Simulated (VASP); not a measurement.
# KI in VASP: further runs

The runs below take KI through single point, with PBEsol.

Program: VASP 6.6.1. These are calculated values, not measurements. Logs are shortened: lines on timing, memory, paths and dates and some standing lists are left out, and cuts for length are marked.

### 1 The cell of the first run

The structure is cubic, space group Fm-3m (No. 225). The conventional cell has a = 7.096 Å, b = 7.096 Å, c = 7.096 Å, α = 90.00°, β = 90.00°, γ = 90.00°. Within 4.7 Å of K (site symmetry m-3m) lie 6 I at 3.55 Å. Within 4.7 Å of I (site symmetry m-3m) lie 6 K at 3.55 Å.

### 2 Single point, PBEsol (volume scaled by 1.02)

The input, INCAR:

```
SYSTEM = KI
ALGO = Normal
EDIFF = 1E-6
ENCUT = 520
GGA = PS
ISIF = 2
ISMEAR = -1
LASPH = .TRUE.
LCHARG = .FALSE.
LREAL = .FALSE.
LWAVE = .FALSE.
NBANDS = 15
NELM = 60
PREC = Accurate
SIGMA = 0.01
```

The input, KPOINTS:

```
k-points
0
G
  8 8 8
  0 0 0
```

The input, POSCAR:

```
KI
1.0
    0.0000000000      3.5478920710      3.5478920710
    3.5478920710      0.0000000000      3.5478920710
    3.5478920710      3.5478920710      0.0000000000
K I
1 1
Direct
    0.0000000000      0.0000000000      0.0000000000
    0.5000000000      0.5000000000      0.5000000000
```

Potentials or basis: VASP PAW PBE potentials, release 64 (K_sv, I).

The run is started by

```console
$ cat potpaw_PBE.64/K_sv/POTCAR potpaw_PBE.64/I/POTCAR > POTCAR
$ mpirun -np 1 vasp_std > vasp.out
```

OUTCAR:

```text
SYSTEM = KI
   EDIFF = 1E-6
   ENCUT = 520
   GGA = PS
   ISIF = 2
   ISMEAR = -1
   LASPH = .TRUE.
   LREAL = .FALSE.
   NELM = 60
   PREC = Accurate

 ion  position               nearest neighbor table
   1  0.000  0.000  0.000-   2 3.55   2 3.55   2 3.55   2 3.55   2 3.55   2 3.55
   2  0.500  0.500  0.500-   1 3.55   1 3.55   1 3.55   1 3.55   1 3.55   1 3.55

  LATTYP: Found a face centered cubic cell.
 ALAT       =     7.0957841420

  Lattice vectors:

 A1 = (   0.0000000000,   3.5478920710,   3.5478920710)
 A2 = (   3.5478920710,   0.0000000000,   3.5478920710)
 A3 = (   3.5478920710,   3.5478920710,   0.0000000000)

Analysis of symmetry for initial positions (statically):
=====================================================================
 Subroutine PRICEL returns:
 Original cell was already a primitive cell.

 Routine SETGRP: Setting up the symmetry group for a
 face centered cubic supercell.

 Subroutine GETGRP returns: Found 48 space group operations
 (whereof 48 operations were pure point group operations)
 out of a pool of 48 trial point group operations.

The static configuration has the point symmetry O_h .

Analysis of symmetry for dynamics (positions and initial velocities):
=====================================================================
 Subroutine PRICEL returns:
 Original cell was already a primitive cell.

 Routine SETGRP: Setting up the symmetry group for a
 face centered cubic supercell.

 Subroutine GETGRP returns: Found 48 space group operations
 (whereof 48 operations were pure point group operations)
 out of a pool of 48 trial point group operations.

The dynamic configuration has the point symmetry O_h .

 Subroutine INISYM returns: Found 48 space group operations
 (whereof 48 operations are pure point group operations),
 and found     1 'primitive' translations

----------------------------------------------------------------------------------------

                                     Primitive cell

  volume of cell :      89.3185

  direct lattice vectors                    reciprocal lattice vectors
     0.000000000  3.547892071  3.547892071    -0.140928751  0.140928751  0.140928751
     3.547892071  0.000000000  3.547892071     0.140928751 -0.140928751  0.140928751
     3.547892071  3.547892071  0.000000000     0.140928751  0.140928751 -0.140928751

  length of vectors
     5.017477085  5.017477085  5.017477085     0.244095758  0.244095758  0.244095758

  position of ions in fractional coordinates (direct lattice)
     0.000000000  0.000000000  0.000000000
     0.500000000  0.500000000  0.500000000

  ion indices of the primitive-cell ions
   primitive index   ion index
                 1           1
                 2           2

----------------------------------------------------------------------------------------

 KPOINTS: k-points

Automatic generation of k-mesh.
 Grid dimensions read from file:
 generate k-points for:    8    8    8

 Generating k-lattice:

  Cartesian coordinates                     Fractional coordinates (reciprocal lattice)
    -0.017616094  0.017616094  0.017616094     0.125000000  0.000000000  0.000000000
     0.017616094 -0.017616094  0.017616094     0.000000000  0.125000000  0.000000000
     0.017616094  0.017616094 -0.017616094     0.000000000  0.000000000  0.125000000

  Length of vectors
     0.030511970  0.030511970  0.030511970

  Shift w.r.t. Gamma in fractional coordinates (k-lattice)
     0.000000000  0.000000000  0.000000000

 Subroutine IBZKPT returns following result:
 ===========================================

 Found     29 irreducible k-points:

 Following reciprocal coordinates:
            Coordinates               Weight
  0.000000  0.000000  0.000000      1.000000
  0.125000  0.000000  0.000000      8.000000
  0.250000  0.000000  0.000000      8.000000
  0.375000  0.000000  0.000000      8.000000
  0.500000  0.000000  0.000000      4.000000
  0.125000  0.125000  0.000000      6.000000
[... 16 lines left out ...]
  0.500000  0.250000  0.125000     48.000000
 -0.375000  0.250000  0.125000     24.000000
 [... further k-points ...]
   k-points           NKPTS =     29   k-points in BZ     NKDIM =     29   number of bands    NBANDS=     15
   number of dos      NEDOS =    301   number of ions     NIONS =      2
   total plane-waves  NPLWV =  64000
   dimension x,y,z NGX =    40 NGY =   40 NGZ =   40
   dimension x,y,z NGXF=    80 NGYF=   80 NGZF=   80
   ions per type =               1   1
   NGX,Y,Z   is equivalent  to a cutoff of  13.25, 13.25, 13.25 a.u.
   NGXF,Y,Z  is equivalent  to a cutoff of  26.51, 26.51, 26.51 a.u.
 SYSTEM =  KI
   PREC   = accura    normal or accurate (medium, high low for compatibility)
   ISTART =      0    job   : 0-new  1-cont  2-samecut
   ICHARG =      2    charge: 1-file 2-atom 10-const
   ISPIN  =      1    spin polarized calculation?
   LNONCOLLINEAR =      F non collinear calculations
   LSORBIT =      F    spin-orbit coupling
   LASPH  =      T    aspherical Exc in radial PAW
   ENCUT  =  520.0 eV  38.22 Ry    6.18 a.u.   9.33  9.33  9.33*2*pi/ulx,y,z
   NELM   =     60;   NELMIN=  2; NELMDL= -5     # of ELM steps
   EDIFF  = 0.1E-05   stopping-criterion for ELM
   LREAL  =      F    real-space projection
   EDIFFG = 0.1E-04   stopping-criterion for IOM
   NSW    =      0    number of steps for IOM
   IBRION =     -1    ionic relax: 0-MD 1-quasi-New 2-CG
   NFREE  =      0    steps in history (QN), initial steepest desc. (CG)
   ISIF   =      2    stress and relaxation
   ISYM   =      2    0-nonsym 1-usesym 2-fastsym
   POTIM  = 0.5000    time-step for ionic-motion
   TEBEG  =    0.0;   TEEND  =   0.0 temperature during run
   PSTRESS=    0.0 pullay stress
   NELECT =      16.0000    total number of electrons
   NUPDOWN=      -1.0000    fix difference up-down
   EMIN   =  10.00;   EMAX   =-10.00  energy-range for DOS
   EFERMI =   0.00;   METHOD = LEGACY
   ISMEAR =    -1;   SIGMA  =   0.01  broadening in eV -4-tet -1-fermi 0-gaus
   EFERMI_NEDOS =   21; number of points for ismear=-14 and -15
   IALGO  =     38    algorithm
   IMIX   =      4    mixing-type and parameters
     AMIX     =   0.40;   BMIX     =  1.00
     AMIX_MAG =   1.60;   BMIX_MAG =  1.00
  volume/ion in A,a.u.               =      44.66       301.38
  Fermi-wavevector in a.u.,A,eV,Ry     =   0.922857  1.743947 11.587607  0.851665
  Thomas-Fermi vector in A             =   2.048430
   LORBIT       =      0    0 simple, 1 ext, 2 COOP (PROOUT), +10 PAW based schemes
   GGA     = PS    functional components
[... 5 lines left out ...]
 non-spin polarized calculation
  energy-cutoff  :      520.00
  volume of cell :       89.32
 maximum number of plane-waves:      2450
 NGX is ok and might be reduce to    40
   NGX = 19   NGY = 19   NGZ = 19

 number of electron      15.9999999 magnetization

 Free energy of the ion-electron system (eV)
  ---------------------------------------------------
  ext. energy  EPLUGINS =         0.00000000
  ---------------------------------------------------
  free energy    TOTEN  =        -5.81242859 eV

  energy without entropy =       -5.81242859  energy(sigma->0) =       -5.81242859

 E-fermi :  -0.3315     XC(G=0):  -7.2909

 val. band max:       -0.5738084406   @ k =   0.0000   0.0000   0.0000
 cond. band min:       3.2121532027   @ k =   0.0000   0.0000   0.0000
 fundamental gap:      3.7859616432
 Fermi energy:        -0.3315445646

 k-point     1 :       0.0000    0.0000    0.0000
  band No.  band energies     occupation
      1     -28.9233      2.00000
      2     -12.4737      2.00000
      3     -12.4737      2.00000
      4     -12.4737      2.00000
      5     -11.0919      2.00000
      6      -0.5738      2.00000
      7      -0.5738      2.00000
      8      -0.5738      2.00000
      9       3.2122      0.00000
     10       5.8606      0.00000
     11       5.8606      0.00000
     12       5.8606      0.00000
     13       6.5922      0.00000
     14       6.5922      0.00000
     15       9.0149      0.00000

 k-point     2 :       0.1250    0.0000    0.0000
  band No.  band energies     occupation
      1     -28.9230      2.00000
      2     -12.4987      2.00000
      3     -12.4741      2.00000
      4     -12.4741      2.00000
      5     -11.0491      2.00000
      6      -0.8335      2.00000
      7      -0.6267      2.00000
      8      -0.6267      2.00000
      9       3.5958      0.00000
     10       5.7747      0.00000
     11       6.0281      0.00000
     12       6.0281      0.00000
     13       6.7670      0.00000
     14       6.7670      0.00000
     15       9.5547      0.00000

 k-point     3 :       0.2500    0.0000    0.0000
  band No.  band energies     occupation
      1     -28.9223      2.00000
      2     -12.5540      2.00000
      3     -12.4749      2.00000
      4     -12.4749      2.00000
      5     -10.9498      2.00000
      6      -1.3371      2.00000
      7      -0.7477      2.00000
      8      -0.7477      2.00000
      9       4.3163      0.00000
     10       5.8903      0.00000
     11       6.4653      0.00000
     12       6.4653      0.00000
     13       7.2747      0.00000
     14       7.2747      0.00000
     15       9.6194      0.00000
[... 343 lines left out ...]
 k-point    23 :       0.5000    0.2500    0.1250
  band No.  band energies     occupation
      1     -28.9212      2.00000
      2     -12.5754      2.00000
      3     -12.4902      2.00000
      4     -12.4800      2.00000
      5     -10.8740      2.00000
      6      -1.6229      2.00000
      7      -1.0421      2.00000
      8      -0.9220      2.00000
      9       5.1992      0.00000
     10       5.8380      0.00000
     11       6.6092      0.00000
     12       7.5580      0.00000
     13       7.8903      0.00000
     14       8.1141      0.00000
     15       9.3450      0.00000

 k-point    24 :      -0.3750    0.2500    0.1250
  band No.  band energies     occupation
      1     -28.9210      2.00000
      2     -12.5833      2.00000
      3     -12.4906      2.00000
      4     -12.4823      2.00000
      5     -10.8543      2.00000
      6      -1.6804      2.00000
      7      -1.1170      2.00000
      8      -0.9577      2.00000
      9       5.3261      0.00000
     10       6.1683      0.00000
     11       6.6826      0.00000
     12       7.6095      0.00000
     13       8.0147      0.00000
     14       8.3169      0.00000
     15       9.1468      0.00000

 [... further k-points ...]
[... 5 lines left out ...]
  --------------------------------------------------------------------------------------
  -------------------------------------------------------------------------------------
  Total       -0.2136003     -0.2136003     -0.2136003     -0.0000000      0.0000000     -0.0000000
  in kB       -3.8315206     -3.8315206     -3.8315206     -0.0000000      0.0000000     -0.0000000
  external PRESSURE =      -3.8315206 kB  Pullay stress =       0.0000000 kB

 VOLUME and BASIS-vectors are now :
 -----------------------------------------------------------------------------
  energy-cutoff  :      520.00
  volume of cell :       89.32
      direct lattice vectors                 reciprocal lattice vectors
     0.000000000  3.547892071  3.547892071    -0.140928751  0.140928751  0.140928751
     3.547892071  0.000000000  3.547892071     0.140928751 -0.140928751  0.140928751
     3.547892071  3.547892071  0.000000000     0.140928751  0.140928751 -0.140928751

 POSITION                                       TOTAL-FORCE (eV/Angst)
 -----------------------------------------------------------------------------------
      0.00000      0.00000      0.00000        -0.000000     -0.000000      0.000000
      3.54789      3.54789      3.54789         0.000000      0.000000      0.000000
 -----------------------------------------------------------------------------------
    total drift:                                0.000000     -0.000000     -0.000000

  FREE ENERGIE OF THE ION-ELECTRON SYSTEM (eV)
  ---------------------------------------------------
  free  energy   TOTEN  =        -5.8124285854 eV

  energy  without entropy=       -5.8124285854  energy(sigma->0) =       -5.81242859
```

It took 33 s on 1 thread of Intel Xeon Platinum 8259CL at 2.50GHz (Skylake/Cascade Lake), shared host; peak memory 0.25 GiB.

Results:

```yaml
Free_energy: -5.8124 eV
Pressure: -0.4 GPa
Band_gap_on_the_k_mesh: 3.79 eV, direct
```

Levels at points of the mesh, in eV from the valence-band top:
```
           k point  band 5  band 6  band 7  band 8  band 9  band 10  band 11  band 12
(0.00, 0.00, 0.00)  -10.52    0.00    0.00    0.00    3.79     6.43     6.43     6.43
(0.50, 0.00, 0.00)  -10.24   -1.32   -0.33   -0.33    5.37     7.57     8.04     8.04
(0.50, 0.50, 0.00)  -10.38   -1.00   -0.37   -0.37    4.85     5.65     8.06     8.59
```

Caveat: the PAW data sets were made with another functional, which shifts forces and pressure a little; spin-orbit coupling is left out, which moves the levels of the heavy elements.

(Continued in part 2 of 3.)
